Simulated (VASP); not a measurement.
# InSb2: relaxation of cell and atoms with PBE

InSb2:

```xyz
3
Lattice="0.0000 3.4520 3.4520 3.4520 0.0000 3.4520 3.4520 3.4520 0.0000" Properties=species:S:1:pos:R:3 pbc="T T T"
In    0.0000    0.0000    0.0000
Sb    1.7260    1.7260    1.7260
Sb    5.1781    5.1781    5.1781
```

```
Program                : VASP 6.6.1
Task                   : relaxation of cell and atoms
Functional             : PBE
Potentials or basis    : VASP PAW PBE potentials, release 64 (In_d, Sb)
Cutoff                 : 600 eV
k mesh                 : 4 × 4 × 4
Occupations            : gaussian, width 0.1 eV
Spin                   : no spin polarisation
Dipole correction      : no
Further INCAR settings : ALGO = Normal; EDIFF = 1e-07; IBRION = 2; EDIFFG = -0.04; NSW = 90; ISIF = 3
```

```
Relaxed volume                         : 31.68 Å³/atom
Relaxed cell                           : a = 5.122 Å, b = 5.122 Å, c = 5.122 Å, α = 60.00°, β = 60.00°, γ = 60.00°
Space group after relaxing (to 0.05 Å) : Fm-3m (No. 225)
Energy gained by relaxing              : 107.5 meV/atom
Ionic steps                            : 3
Pressure after relaxing                : 0.0 GPa
```

The path:
```
step  energy change (eV)  largest force (eV/Å)  pressure (GPa)  volume (Å³)
   1              0.0000                0.0000            9.12        82.27
   2             -0.2512                0.0000           -2.91       102.30
   3             -0.3226                0.0000           -0.01        95.03
```

Final structure:
```yaml
crystal:
  lattice:
    - [0.00000, 3.62194, 3.62194]
    - [3.62194, 0.00000, 3.62194]
    - [3.62194, 3.62194, 0.00000]
  atoms:
    - { symbol: In, position: [0.00000, 0.00000, 0.00000] }
    - { symbol: Sb, position: [0.25000, 0.25000, 0.25000] }
    - { symbol: Sb, position: [0.75000, 0.75000, 0.75000] }
```

Levels at points of the mesh, in eV from the Fermi level:
| k point | band 7 | band 8 | band 9 | band 10 | band 11 | band 12 | band 13 | band 14 | band 15 |
| --- | --- | --- | --- | --- | --- | --- | --- | --- | --- |
| (0.00, 0.00, 0.00) | -7.06 | -1.77 | -1.77 | -1.77 | -1.34 | -0.20 | -0.20 | -0.20 | 2.47 |
| (0.50, 0.00, 0.00) | -9.31 | -4.26 | -2.13 | -2.13 | -1.37 | -0.97 | -0.97 | 2.85 | 4.64 |
| (0.50, 0.50, 0.00) | -8.08 | -6.47 | -3.74 | -3.74 | -0.55 | 2.14 | 2.14 | 2.96 | 4.25 |

It took 41 s on 1 thread of Intel(R) Xeon(R) Platinum 8488C (Sapphire Rapids), with other jobs on the host, peak memory 0.24 GiB.

Caveat: the k points lie up to 0.38 Å⁻¹ apart in the final cell; the volume moved by over 15 % at a fixed basis, so the end points are rough; spin-orbit coupling is left out, which moves the levels of the heavy elements.
